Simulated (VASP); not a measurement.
# WC (de600) (P-6m2) in VASP: notebook

Runs on WC (de600). Level: LDA. Tasks: single point.

Program: VASP 6.6.1. These are calculated values, not measurements. Logs are shortened: lines on timing, memory, paths and dates and some standing lists are left out, and cuts for length are marked.

### Step 1. The cell of the first run

The structure is hexagonal, space group P-6m2 (No. 187). Conventional cell: a = 2.884 Å, b = 2.884 Å, c = 2.812 Å, α = 90.00°, β = 90.00°, γ = 120.00°. Within 2.9 Å of W (site symmetry -6m2) lie 6 C at 2.18 Å and 8 W at 2.81 to 2.88 Å. Within 2.9 Å of C (site symmetry -6m2) lie 6 W at 2.18 Å and 8 C at 2.81 to 2.88 Å.

### Step 2. Single point, LDA

File INCAR:

```
  PREC = Accurate
  ENCUT = 910
  EDIFF = 1E-6
  ISMEAR = 0
  SIGMA = 0.1
  LREAL = False
  LASPH = True
  NELM = 120
  ALGO = Normal
  ISIF = 2
  LWAVE = False
  LCHARG = False
  NBANDS = 16
  GGA_COMPAT = False
```

File KPOINTS:

```
Automatic mesh
0
Gamma
  15 15 12
```

File POSCAR:

```
WC
1.0
    2.8842496713      0.0000000000      0.0000000000
   -1.4421248357      2.4978334862      0.0000000000
    0.0000000000      0.0000000000      2.8119798401
W C
1 1
Direct
    0.0000000000      0.0000000000      0.0000000000
    0.6666666667      0.3333333333      0.5000000000
```

Potentials or basis: VASP PAW LDA potentials, release 64 (W_sv, C_h).

The run is started by

```bash
> cat potpaw_LDA.64/W_sv/POTCAR potpaw_LDA.64/C_h/POTCAR > POTCAR
> mpirun -np 1 vasp_std > vasp.out
```

OUTCAR:

```text
PREC = Accurate
   ENCUT = 910
   EDIFF = 1E-6
   ISMEAR = 0
   LREAL = False
   LASPH = True
   NELM = 120
   ISIF = 2

 ion  position               nearest neighbor table
   1  0.000  0.000  0.000-   2 2.18   2 2.18   2 2.18   2 2.18   2 2.18   2 2.18
   2  0.667  0.333  0.500-   1 2.18   1 2.18   1 2.18   1 2.18   1 2.18   1 2.18

  LATTYP: Found a hexagonal cell.
 ALAT       =     2.8842496713
 C/A-ratio  =     0.9749432818

  Lattice vectors:

 A1 = (   2.8842496713,   0.0000000000,   0.0000000000)
 A2 = (  -1.4421248357,   2.4978334862,   0.0000000000)
 A3 = (   0.0000000000,   0.0000000000,   2.8119798401)

Analysis of symmetry for initial positions (statically):
=====================================================================
 Subroutine PRICEL returns:
 Original cell was already a primitive cell.

 Routine SETGRP: Setting up the symmetry group for a
 hexagonal supercell.

 Subroutine GETGRP returns: Found 12 space group operations
 (whereof 12 operations were pure point group operations)
 out of a pool of 24 trial point group operations.

The static configuration has the point symmetry D_3h.

Analysis of symmetry for dynamics (positions and initial velocities):
=====================================================================
 Subroutine PRICEL returns:
 Original cell was already a primitive cell.

 Routine SETGRP: Setting up the symmetry group for a
 hexagonal supercell.

 Subroutine GETGRP returns: Found 12 space group operations
 (whereof 12 operations were pure point group operations)
 out of a pool of 24 trial point group operations.

The dynamic configuration has the point symmetry D_3h.

 Subroutine INISYM returns: Found 12 space group operations
 (whereof 12 operations are pure point group operations),
 and found     1 'primitive' translations

----------------------------------------------------------------------------------------

                                     Primitive cell

  volume of cell :      20.2586

  direct lattice vectors                    reciprocal lattice vectors
     2.884249671  0.000000000  0.000000000     0.346710623  0.200173471  0.000000000
    -1.442124836  2.497833486  0.000000000     0.000000000  0.400346943  0.000000000
     0.000000000  0.000000000  2.811979840     0.000000000  0.000000000  0.355621326

  length of vectors
     2.884249671  2.884249671  2.811979840     0.400346943  0.400346943  0.355621326

  position of ions in fractional coordinates (direct lattice)
     0.000000000  0.000000000  0.000000000
     0.666666667  0.333333333  0.500000000

  ion indices of the primitive-cell ions
   primitive index   ion index
                 1           1
                 2           2

----------------------------------------------------------------------------------------

 KPOINTS: Automatic mesh

Automatic generation of k-mesh.
 Grid dimensions read from file:
 generate k-points for:   15   15   12

 Generating k-lattice:

  Cartesian coordinates                     Fractional coordinates (reciprocal lattice)
     0.023114042  0.013344898  0.000000000     0.066666667  0.000000000  0.000000000
     0.000000000  0.026689796  0.000000000     0.000000000  0.066666667  0.000000000
     0.000000000  0.000000000  0.029635111     0.000000000  0.000000000  0.083333333

  Length of vectors
     0.026689796  0.026689796  0.029635111

  Shift w.r.t. Gamma in fractional coordinates (k-lattice)
     0.000000000  0.000000000  0.000000000

 Subroutine IBZKPT returns following result:
 ===========================================

 Found    189 irreducible k-points:

 Following reciprocal coordinates:
            Coordinates               Weight
  0.000000  0.000000  0.000000      1.000000
  0.066667  0.000000  0.000000      6.000000
  0.133333  0.000000  0.000000      6.000000
  0.200000  0.000000  0.000000      6.000000
  0.266667  0.000000  0.000000      6.000000
  0.333333  0.000000  0.000000      6.000000
[... 16 lines left out ...]
  0.333333  0.200000  0.000000     12.000000
  0.400000  0.200000  0.000000      6.000000
 [... further k-points ...]
   k-points           NKPTS =    189   k-points in BZ     NKDIM =    189   number of bands    NBANDS=     16
   number of dos      NEDOS =    301   number of ions     NIONS =      2
   total plane-waves  NPLWV =  21952
   dimension x,y,z NGX =    28 NGY =   28 NGZ =   28
   dimension x,y,z NGXF=    56 NGYF=   56 NGZF=   56
   ions per type =               1   1
   NGX,Y,Z   is equivalent  to a cutoff of  16.14, 16.14, 16.55 a.u.
   NGXF,Y,Z  is equivalent  to a cutoff of  32.28, 32.28, 33.11 a.u.
 SYSTEM =  unknown system
   PREC   = accura    normal or accurate (medium, high low for compatibility)
   ISTART =      0    job   : 0-new  1-cont  2-samecut
   ICHARG =      2    charge: 1-file 2-atom 10-const
   ISPIN  =      1    spin polarized calculation?
   LNONCOLLINEAR =      F non collinear calculations
   LSORBIT =      F    spin-orbit coupling
   LASPH  =      T    aspherical Exc in radial PAW
   ENCUT  =  910.0 eV  66.88 Ry    8.18 a.u.   7.09  7.09  6.92*2*pi/ulx,y,z
   NELM   =    120;   NELMIN=  2; NELMDL= -5     # of ELM steps
   EDIFF  = 0.1E-05   stopping-criterion for ELM
   LREAL  =      F    real-space projection
   EDIFFG = 0.1E-04   stopping-criterion for IOM
   NSW    =      0    number of steps for IOM
   IBRION =     -1    ionic relax: 0-MD 1-quasi-New 2-CG
   NFREE  =      0    steps in history (QN), initial steepest desc. (CG)
   ISIF   =      2    stress and relaxation
   ISYM   =      2    0-nonsym 1-usesym 2-fastsym
   POTIM  = 0.5000    time-step for ionic-motion
   TEBEG  =    0.0;   TEEND  =   0.0 temperature during run
   PSTRESS=    0.0 pullay stress
   NELECT =      18.0000    total number of electrons
   NUPDOWN=      -1.0000    fix difference up-down
   EMIN   =  10.00;   EMAX   =-10.00  energy-range for DOS
   EFERMI =   0.00;   METHOD = LEGACY
   ISMEAR =     0;   SIGMA  =   0.10  broadening in eV -4-tet -1-fermi 0-gaus
   EFERMI_NEDOS =   21; number of points for ismear=-14 and -15
   IALGO  =     38    algorithm
   IMIX   =      4    mixing-type and parameters
     AMIX     =   0.40;   BMIX     =  1.00
     AMIX_MAG =   1.60;   BMIX_MAG =  1.00
  volume/ion in A,a.u.               =      10.13        68.36
  Fermi-wavevector in a.u.,A,eV,Ry     =   1.573848  2.974142 33.701603  2.476998
  Thomas-Fermi vector in A             =   2.675071
   LORBIT       =      0    0 simple, 1 ext, 2 COOP (PROOUT), +10 PAW based schemes
   GGA     = CA    functional components
   LHFCALC =     F    Hartree Fock is set to
   AEXX    =    0.0000 exact exchange contribution
   IVDW    =     0    specifies the selected vdW correction
   LEPSILON=     F    determine dielectric tensor
   LRPA    =     F    only Hartree local field effects (RPA)
 non-spin polarized calculation
 Gauss-broadening in eV      SIGMA  =   0.10
  energy-cutoff  :      910.00
  volume of cell :       20.26
 maximum number of plane-waves:      1298
   NGX = 15   NGY = 15   NGZ = 13

 number of electron      18.0000000 magnetization

 Free energy of the ion-electron system (eV)
  ---------------------------------------------------
  ext. energy  EPLUGINS =         0.00000000
  ---------------------------------------------------
  free energy    TOTEN  =       -24.70843464 eV

  energy without entropy =      -24.70725334  energy(sigma->0) =      -24.70784399

 E-fermi :  11.6181     XC(G=0): -14.1529

 val. band max:       11.6164767745   @ k =   0.1333   0.0000   0.4167
 cond. band min:      11.6557408521   @ k =   0.0667   0.0667   0.3333
 fundamental gap:      0.0392640776
 Fermi energy:        11.6181232986

 k-point     1 :       0.0000    0.0000    0.0000
  band No.  band energies     occupation
      1     -61.8316      2.00000
      2     -26.0725      2.00000
      3     -25.9623      2.00000
      4     -25.9623      2.00000
      5      -2.8040      2.00000
      6       7.1979      2.00000
[... 8 lines left out ...]
     15      26.3100      0.00000
     16      28.6449      0.00000

 k-point     2 :       0.0667    0.0000    0.0000
  band No.  band energies     occupation
      1     -61.8288      2.00000
      2     -26.0672      2.00000
      3     -26.0037      2.00000
      4     -25.9716      2.00000
      5      -2.6820      2.00000
      6       7.2385      2.00000
[... 8 lines left out ...]
     15      26.0219      0.00000
     16      28.8963      0.00000

 k-point     3 :       0.1333    0.0000    0.0000
  band No.  band energies     occupation
      1     -61.8206      2.00000
      2     -26.1193      2.00000
      3     -26.0521      2.00000
      4     -25.9978      2.00000
      5      -2.3304      2.00000
      6       7.1056      2.00000
[... 8 lines left out ...]
     15      25.6333      0.00000
     16      29.6091      0.00000

 k-point     4 :       0.2000    0.0000    0.0000
  band No.  band energies     occupation
      1     -61.8085      2.00000
      2     -26.2862      2.00000
      3     -26.0362      2.00000
      4     -26.0298      2.00000
      5      -1.7902      2.00000
      6       6.5302      2.00000
[... 8 lines left out ...]
     15      25.5688      0.00000
     16      30.3379      0.00000

 k-point     5 :       0.2667    0.0000    0.0000
  band No.  band energies     occupation
      1     -61.7946      2.00000
      2     -26.4732      2.00000
      3     -26.0799      2.00000
      4     -26.0041      2.00000
      5      -1.1256      2.00000
      6       5.8712      2.00000
[... 8 lines left out ...]
     15      26.0715      0.00000
     16      30.1296      0.00000

 k-point     6 :       0.3333    0.0000    0.0000
  band No.  band energies     occupation
      1     -61.7813      2.00000
      2     -26.6474      2.00000
      3     -26.1213      2.00000
      4     -25.9793      2.00000
      5      -0.4234      2.00000
      6       5.2924      2.00000
[... 8 lines left out ...]
     15      26.8596      0.00000
     16      28.6784      0.00000

 k-point     7 :       0.4000    0.0000    0.0000
  band No.  band energies     occupation
      1     -61.7708      2.00000
      2     -26.7808      2.00000
      3     -26.1535      2.00000
      4     -25.9599      2.00000
      5       0.1974      2.00000
      6       4.8592      2.00000
[... 8 lines left out ...]
     15      25.9641      0.00000
     16      29.0795      0.00000

 k-point     8 :       0.4667    0.0000    0.0000
  band No.  band energies     occupation
      1     -61.7651      2.00000
      2     -26.8527      2.00000
      3     -26.1710      2.00000
      4     -25.9493      2.00000
      5       0.5795      2.00000
      6       4.6201      2.00000
[... 8 lines left out ...]
     15      24.9339      0.00000
     16      29.9119      0.00000

 k-point     9 :       0.0667    0.0667    0.0000
  band No.  band energies     occupation
      1     -61.8232      2.00000
      2     -26.0808      2.00000
      3     -26.0570      2.00000
      4     -25.9908      2.00000
      5      -2.4450      2.00000
      6       7.1978      2.00000
[... 8 lines left out ...]
     15      25.7235      0.00000
     16      29.3326      0.00000
[... 172 lines left out ...]
 k-point    19 :       0.3333    0.1333    0.0000
  band No.  band energies     occupation
      1     -61.7676      2.00000
      2     -26.7497      2.00000
      3     -26.2421      2.00000
      4     -25.9540      2.00000
      5       0.4627      2.00000
      6       4.9023      2.00000
[... 8 lines left out ...]
     15      26.6237      0.00000
     16      28.8393      0.00000

 k-point    20 :       0.4000    0.1333    0.0000
  band No.  band energies     occupation
      1     -61.7624      2.00000
      2     -26.8073      2.00000
      3     -26.2672      2.00000
      4     -25.9442      2.00000
      5       0.8429      2.00000
      6       4.7107      2.00000
[... 8 lines left out ...]
     15      25.7720      0.00000
     16      29.5318      0.00000

 k-point    21 :       0.2000    0.2000    0.0000
  band No.  band energies     occupation
      1     -61.7780      2.00000
      2     -26.6087      2.00000
      3     -26.2178      2.00000
      4     -25.9734      2.00000
      5      -0.1933      2.00000
      6       5.3407      2.00000
[... 8 lines left out ...]
     15      27.0254      0.00000
     16      28.7895      0.00000

 k-point    22 :       0.2667    0.2000    0.0000
  band No.  band energies     occupation
      1     -61.7682      2.00000
      2     -26.6903      2.00000
      3     -26.2959      2.00000
      4     -25.9551      2.00000
      5       0.4512      2.00000
      6       5.0400      2.00000
[... 8 lines left out ...]
     15      27.4336      0.00000
     16      28.4657      0.00000

 k-point    23 :       0.3333    0.2000    0.0000
  band No.  band energies     occupation
      1     -61.7615      2.00000
      2     -26.7414      2.00000
      3     -26.3525      2.00000
      4     -25.9427      2.00000
      5       0.9534      2.00000
      6       4.8591      2.00000
[... 8 lines left out ...]
     15      26.8629      0.00000
     16      29.0558      0.00000

 k-point    24 :       0.4000    0.2000    0.0000
  band No.  band energies     occupation
      1     -61.7592      2.00000
      2     -26.7586      2.00000
      3     -26.3732      2.00000
      4     -25.9382      2.00000
      5       1.1486      2.00000
      6       4.8014      2.00000
[... 8 lines left out ...]
     15      26.4235      0.00000
     16      29.2456      0.00000

 [... further k-points ...]
[... 5 lines left out ...]
  --------------------------------------------------------------------------------------
  -------------------------------------------------------------------------------------
  Total        0.2897308      0.2897308      0.3541852     -0.0000000      0.0000000      0.0000000
  in kB       22.9137750     22.9137750     28.0112456     -0.0000000      0.0000000      0.0000000
  external PRESSURE =      24.6129319 kB  Pullay stress =       0.0000000 kB

 VOLUME and BASIS-vectors are now :
 -----------------------------------------------------------------------------
  energy-cutoff  :      910.00
  volume of cell :       20.26
      direct lattice vectors                 reciprocal lattice vectors
     2.884249671  0.000000000  0.000000000     0.346710623  0.200173471  0.000000000
    -1.442124836  2.497833486  0.000000000     0.000000000  0.400346943  0.000000000
     0.000000000  0.000000000  2.811979840     0.000000000  0.000000000  0.355621326

 POSITION                                       TOTAL-FORCE (eV/Angst)
 -----------------------------------------------------------------------------------
      0.00000      0.00000      0.00000        -0.000000     -0.000000      0.000000
      1.44212      0.83261      1.40599         0.000000      0.000000      0.000000
 -----------------------------------------------------------------------------------
    total drift:                                0.000000     -0.000000      0.000000

  FREE ENERGIE OF THE ION-ELECTRON SYSTEM (eV)
  ---------------------------------------------------
  free  energy   TOTEN  =       -24.7084346375 eV

  energy  without entropy=      -24.7072533397  energy(sigma->0) =      -24.70784399
```

Run time: 76 s. Hardware: 1 thread of Intel Xeon Platinum 8259CL at 2.50GHz (Skylake/Cascade Lake), shared host; peak memory 0.26 GiB.

What came out:

```
Free energy            : -24.7084 eV
Pressure               : 2.5 GPa
Band gap on the k mesh : zero (band 9 reaches 12.26 eV, above the bottom of band 10 at 11.01 eV)
```

Caveat: the cutoff is under 1.25 times the usual one of these potentials, so pressure, stress and relaxed cells hold a basis-set (Pulay) error; spin-orbit coupling is left out, which moves the levels of the heavy elements.

[end of part 1 of 2]
